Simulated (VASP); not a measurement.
# As (Pm-3n) in VASP: a series of runs, part 2 of 3

VASP 6.6.1. Earlier steps stand in the parts before.

**3. Single point, PBEsol**

This run uses another cell than the first one, of 20.03 Å³/atom, 1.070 times its volume.

Input file INCAR:

```
  PREC = Accurate
  ENCUT = 520
  EDIFF = 1E-6
  ISMEAR = 0
  SIGMA = 0.1
  LREAL = F
  LASPH = T
  NELM = 100
  ALGO = Normal
  ISIF = 2
  LWAVE = F
  LCHARG = T
  GGA = PS
  LELF = T
  LVHAR = T
  NBANDS = 30
```

Input file KPOINTS:

```
Automatic mesh
0
Gamma
  4 4 4
```

Input file POSCAR:

```
As
1.0
    5.4315837389      0.0000000000      0.0000000000
    0.0000000000      5.4315837389      0.0000000000
    0.0000000000      0.0000000000      5.4315837389
As
8
Direct
    0.5000000000      0.5000000000      0.5000000000
    0.0000000000      0.0000000000      0.0000000000
    0.2500000000      0.0000000000      0.5000000000
    0.5000000000      0.2500000000      0.0000000000
    0.5000000000      0.7500000000      0.0000000000
    0.7500000000      0.0000000000      0.5000000000
    0.0000000000      0.5000000000      0.7500000000
    0.0000000000      0.5000000000      0.2500000000
```

Potentials or basis: VASP PAW PBE potentials, release 64 (As).

Launch:

```bash
$ cat potpaw_PBE.64/As/POTCAR > POTCAR
$ mpirun -np 1 vasp_std > vasp.out
```

OUTCAR:

```text
PREC = Accurate
   ENCUT = 520
   EDIFF = 1E-6
   ISMEAR = 0
   LREAL = F
   LASPH = T
   NELM = 100
   ISIF = 2
   GGA = PS

 ion  position               nearest neighbor table
   1  0.500  0.500  0.500-
   2  0.000  0.000  0.000-
   3  0.250  0.000  0.500-   6 2.72   6 2.72
   4  0.500  0.250  0.000-   5 2.72   5 2.72
   5  0.500  0.750  0.000-   4 2.72   4 2.72
   6  0.750  0.000  0.500-   3 2.72   3 2.72
   7  0.000  0.500  0.750-   8 2.72   8 2.72
   8  0.000  0.500  0.250-   7 2.72   7 2.72

  LATTYP: Found a simple cubic cell.
 ALAT       =     5.4315837389

  Lattice vectors:

 A1 = (   5.4315837389,   0.0000000000,   0.0000000000)
 A2 = (   0.0000000000,   5.4315837389,   0.0000000000)
 A3 = (   0.0000000000,   0.0000000000,   5.4315837389)

Analysis of symmetry for initial positions (statically):
=====================================================================
 Subroutine PRICEL returns:
 Original cell was already a primitive cell.

 Routine SETGRP: Setting up the symmetry group for a
 simple cubic supercell.

 Subroutine GETGRP returns: Found 48 space group operations
 (whereof 24 operations were pure point group operations)
 out of a pool of 48 trial point group operations.

The static configuration has the point symmetry T_h .
 The point group associated with its full space group is O_h .

Analysis of symmetry for dynamics (positions and initial velocities):
=====================================================================
 Subroutine PRICEL returns:
 Original cell was already a primitive cell.

 Routine SETGRP: Setting up the symmetry group for a
 simple cubic supercell.

 Subroutine GETGRP returns: Found 48 space group operations
 (whereof 24 operations were pure point group operations)
 out of a pool of 48 trial point group operations.

The dynamic configuration has the point symmetry T_h .
 The point group associated with its full space group is O_h .

 Subroutine INISYM returns: Found 48 space group operations
 (whereof 24 operations are pure point group operations),
 and found     1 'primitive' translations

----------------------------------------------------------------------------------------

                                     Primitive cell

  volume of cell :     160.2431

  direct lattice vectors                    reciprocal lattice vectors
     5.431583739  0.000000000  0.000000000     0.184108365  0.000000000  0.000000000
     0.000000000  5.431583739  0.000000000     0.000000000  0.184108365  0.000000000
     0.000000000  0.000000000  5.431583739     0.000000000  0.000000000  0.184108365

  length of vectors
     5.431583739  5.431583739  5.431583739     0.184108365  0.184108365  0.184108365

  position of ions in fractional coordinates (direct lattice)
     0.500000000  0.500000000  0.500000000
     0.000000000  0.000000000  0.000000000
     0.250000000  0.000000000  0.500000000
     0.500000000  0.250000000  0.000000000
     0.500000000  0.750000000  0.000000000
     0.750000000  0.000000000  0.500000000
     0.000000000  0.500000000  0.750000000
     0.000000000  0.500000000  0.250000000
[... 41 lines left out ...]
  0.250000  0.000000  0.000000      6.000000
  0.500000  0.000000  0.000000      3.000000
  0.250000  0.250000  0.000000     12.000000
  0.500000  0.250000  0.000000     12.000000
  0.500000  0.500000  0.000000      3.000000
  0.250000  0.250000  0.250000      8.000000
  0.500000  0.250000  0.250000     12.000000
  0.500000  0.500000  0.250000      6.000000
  0.500000  0.500000  0.500000      1.000000
   k-points           NKPTS =     10   k-points in BZ     NKDIM =     10   number of bands    NBANDS=     30
   number of dos      NEDOS =    301   number of ions     NIONS =      8
   total plane-waves  NPLWV =  64000
   dimension x,y,z NGX =    40 NGY =   40 NGZ =   40
   dimension x,y,z NGXF=    80 NGYF=   80 NGZF=   80
   ions per type =               8
   NGX,Y,Z   is equivalent  to a cutoff of  12.24, 12.24, 12.24 a.u.
   NGXF,Y,Z  is equivalent  to a cutoff of  24.49, 24.49, 24.49 a.u.
 SYSTEM =  unknown system
   PREC   = accura    normal or accurate (medium, high low for compatibility)
   ISTART =      0    job   : 0-new  1-cont  2-samecut
   ICHARG =      2    charge: 1-file 2-atom 10-const
   ISPIN  =      1    spin polarized calculation?
   LNONCOLLINEAR =      F non collinear calculations
   LSORBIT =      F    spin-orbit coupling
   LASPH  =      T    aspherical Exc in radial PAW
   ENCUT  =  520.0 eV  38.22 Ry    6.18 a.u.  10.10 10.10 10.10*2*pi/ulx,y,z
   NELM   =    100;   NELMIN=  2; NELMDL= -5     # of ELM steps
   EDIFF  = 0.1E-05   stopping-criterion for ELM
   LREAL  =      F    real-space projection
   EDIFFG = 0.1E-04   stopping-criterion for IOM
   NSW    =      0    number of steps for IOM
   IBRION =     -1    ionic relax: 0-MD 1-quasi-New 2-CG
   NFREE  =      0    steps in history (QN), initial steepest desc. (CG)
   ISIF   =      2    stress and relaxation
   ISYM   =      2    0-nonsym 1-usesym 2-fastsym
   POTIM  = 0.5000    time-step for ionic-motion
   TEBEG  =    0.0;   TEEND  =   0.0 temperature during run
   PSTRESS=    0.0 pullay stress
   NELECT =      40.0000    total number of electrons
   NUPDOWN=      -1.0000    fix difference up-down
   EMIN   =  10.00;   EMAX   =-10.00  energy-range for DOS
   EFERMI =   0.00;   METHOD = LEGACY
   ISMEAR =     0;   SIGMA  =   0.10  broadening in eV -4-tet -1-fermi 0-gaus
   EFERMI_NEDOS =   21; number of points for ismear=-14 and -15
   IALGO  =     38    algorithm
   IMIX   =      4    mixing-type and parameters
     AMIX     =   0.40;   BMIX     =  1.00
     AMIX_MAG =   1.60;   BMIX_MAG =  1.00
  volume/ion in A,a.u.               =      20.03       135.17
  Fermi-wavevector in a.u.,A,eV,Ry     =   1.030786  1.947902 14.456448  1.062519
  Thomas-Fermi vector in A             =   2.164901
   LORBIT       =      0    0 simple, 1 ext, 2 COOP (PROOUT), +10 PAW based schemes
   GGA     = PS    functional components
   LHFCALC =     F    Hartree Fock is set to
   AEXX    =    0.0000 exact exchange contribution
   IVDW    =     0    specifies the selected vdW correction
   LEPSILON=     F    determine dielectric tensor
   LRPA    =     F    only Hartree local field effects (RPA)
 non-spin polarized calculation
 Gauss-broadening in eV      SIGMA  =   0.10
  energy-cutoff  :      520.00
  volume of cell :      160.24
 maximum number of plane-waves:      4337
   NGX = 21   NGY = 21   NGZ = 21

 number of electron      40.0000007 magnetization

 Free energy of the ion-electron system (eV)
  ---------------------------------------------------
  ext. energy  EPLUGINS =         0.00000000
  ---------------------------------------------------
  free energy    TOTEN  =       -36.30889656 eV

  energy without entropy =      -36.26423061  energy(sigma->0) =      -36.28656358

 E-fermi :   5.9189     XC(G=0): -10.6442

 val. band max:        5.8461148657   @ k =   0.2500   0.2500   0.0000
 cond. band min:       5.9391817219   @ k =   0.5000   0.5000   0.5000
 fundamental gap:      0.0930668563
 Fermi energy:         5.9189353120

 k-point     1 :       0.0000    0.0000    0.0000
  band No.  band energies     occupation
      1      -8.9159      2.00000
      2      -5.5387      2.00000
      3      -5.5387      2.00000
      4      -5.2283      2.00000
      5      -3.5234      2.00000
      6      -3.5234      2.00000
[... 319 lines left out ...]
     29       6.6626      0.00000
     30       6.6626      0.00000

------------------------ aborting loop because EDIFF is reached ----------------------------------------

  FORCE on cell =-STRESS in cart. coord.  units (eV):
  Direction    XX          YY          ZZ          XY          YZ          ZX
  --------------------------------------------------------------------------------------
  -------------------------------------------------------------------------------------
  Total       -5.0228803     -5.0228803     -5.0228803     -0.0000000     -0.0000000      0.0000000
  in kB      -50.2208403    -50.2208403    -50.2208403     -0.0000000     -0.0000000      0.0000000
  external PRESSURE =     -50.2208403 kB  Pullay stress =       0.0000000 kB

 VOLUME and BASIS-vectors are now :
 -----------------------------------------------------------------------------
  energy-cutoff  :      520.00
  volume of cell :      160.24
      direct lattice vectors                 reciprocal lattice vectors
     5.431583739  0.000000000  0.000000000     0.184108365  0.000000000  0.000000000
     0.000000000  5.431583739  0.000000000     0.000000000  0.184108365  0.000000000
     0.000000000  0.000000000  5.431583739     0.000000000  0.000000000  0.184108365

 POSITION                                       TOTAL-FORCE (eV/Angst)
 -----------------------------------------------------------------------------------
      2.71579      2.71579      2.71579         0.000000      0.000000      0.000000
      0.00000      0.00000      0.00000         0.000000      0.000000      0.000000
      1.35790      0.00000      2.71579        -0.000000      0.000000      0.000000
      2.71579      1.35790      0.00000        -0.000000      0.000000     -0.000000
      2.71579      4.07369      0.00000        -0.000000     -0.000000     -0.000000
      4.07369      0.00000      2.71579         0.000000     -0.000000      0.000000
      0.00000      2.71579      4.07369        -0.000000      0.000000     -0.000000
      0.00000      2.71579      1.35790         0.000000      0.000000      0.000000
 -----------------------------------------------------------------------------------
    total drift:                                0.000000     -0.000000      0.000000

  FREE ENERGIE OF THE ION-ELECTRON SYSTEM (eV)
  ---------------------------------------------------
  free  energy   TOTEN  =       -36.3088965574 eV

  energy  without entropy=      -36.2642306095  energy(sigma->0) =      -36.28656358
```

It took 34 s on 1 thread of Intel Xeon Platinum 8259CL at 2.50GHz (Skylake/Cascade Lake), shared host; peak memory 0.25 GiB.

What came out:

```yaml
Free_energy: -36.3089 eV
Pressure: -5.0 GPa
Band_gap_on_the_k_mesh: zero (band 20 reaches 5.99 eV, above the bottom of band 21 at 5.80 eV)
```

Levels at points of the mesh, in eV from the Fermi level:
```tsv
k point	band 17	band 18	band 19	band 20	band 21	band 22	band 23	band 24
(0.00, 0.00, 0.00)	-2.56	-1.86	-1.86	-1.86	0.87	0.87	0.87	1.29
(0.50, 0.00, 0.00)	-1.47	-1.47	-0.83	-0.83	0.23	0.23	1.09	1.09
(0.50, 0.50, 0.00)	-1.50	-1.50	-0.68	-0.31	0.20	0.63	1.20	1.20
(0.50, 0.50, 0.50)	0.02	0.02	0.02	0.02	0.02	0.02	0.10	0.10
```

Caveat: the PAW data sets were made with another functional, which shifts forces and pressure a little.

(Continued in part 3 of 3.)
